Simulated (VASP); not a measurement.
Crystal: Sn.

```xyz
2
Lattice="0.0000 3.2841 3.2841 3.2841 0.0000 3.2841 3.2841 3.2841 0.0000" Properties=species:S:1:pos:R:3 pbc="T T T"
Sn    3.2841    3.2841    3.2841
Sn    4.9261    4.9261    4.9261
```

Program: VASP 6.6.1. Alike in all runs: task single point; level r2SCAN; potentials or basis VASP PAW PBE potentials, release 64 (Sn_d); no spin polarisation; cell as given; cutoff (eV) 520.

Question: Order these runs on this cell by their pressure, lowest first.
A. k mesh 8 × 8 × 8; smearing fermi-dirac 0.01 eV
B. k mesh 2 × 2 × 2; smearing fermi-dirac 0.1 eV
C. k mesh 3 × 3 × 3; smearing fermi-dirac 0.1 eV

Answer: A (-0.1 GPa), C (1.7 GPa), B (7.8 GPa).

Caveats: some runs use coarse meshes; the PAW data sets were made with another functional, which shifts forces and pressure a little.
